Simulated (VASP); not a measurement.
Te2Mo: single point with r2SCAN

Slab: Te2Mo, a slab with vacuum.

```
Te Mo
1.0
     3.41989    0.00000    0.00000
    -1.70995    2.96171    0.00000
     0.00000    0.00000   24.73015
Te Mo
4 2
Cartesian
  0.0000 1.9745 1.8926
  1.7099 0.9872 19.2588
  1.7099 0.9872 22.8376
  0.0000 1.9745 5.4713
  0.0000 1.9745 21.0471
  1.7099 0.9872 3.6830
```

This cell differs from its parent crystal: strain -0.040 along x and y, +0.000 along z.

```
Program             : VASP 6.6.1
Task                : single point
Functional          : r2SCAN
Potentials or basis : VASP PAW PBE potentials, release 64 (Te, Mo_sv)
Cutoff              : 520 eV
k mesh              : 12 × 12 × 2
Occupations         : gaussian, width 0.05 eV
Spin                : no spin polarisation
```

```
Largest force          : 0.868 eV/Å
Band gap on the k mesh : 1.25 eV, indirect (least direct gap 1.41 eV)
```

Forces on the atoms (eV/Å):
```
Te   0.000  0.000 -0.852
Te   0.000  0.000 -0.868
Te   0.000  0.000  0.852
Te   0.000  0.000  0.868
Mo   0.000  0.000 -0.001
Mo   0.000  0.000  0.001
```

Levels at points of the mesh, in eV from the valence-band top:
```
           k point  band 22  band 23  band 24  band 25  band 26  band 27  band 28  band 29  band 30  band 31
(0.00, 0.00, 0.00)    -0.93    -0.92    -0.92    -0.89    -0.36     3.66     3.66     3.69     3.69     4.01
(0.50, 0.00, 0.00)    -1.98    -0.94    -0.92    -0.23    -0.16     1.75     1.77     2.00     2.14     3.49
(0.00, 0.00, 0.50)    -0.93    -0.92    -0.92    -0.89    -0.36     3.66     3.66     3.69     3.69     4.01
(0.50, 0.00, 0.50)    -1.98    -0.94    -0.92    -0.23    -0.16     1.75     1.77     2.00     2.14     3.49
```

Wall time 16 min on 1 thread of Intel(R) Xeon(R) 6975P-C (Granite Rapids) (shared host), peak memory 0.58 GiB.

Caveat: the cell differs from its parent crystal (strain -0.040 along x and y, +0.000 along z); the PAW data sets were made with another functional, which shifts forces and pressure a little; spin-orbit coupling is left out, which moves the levels of the heavy elements.
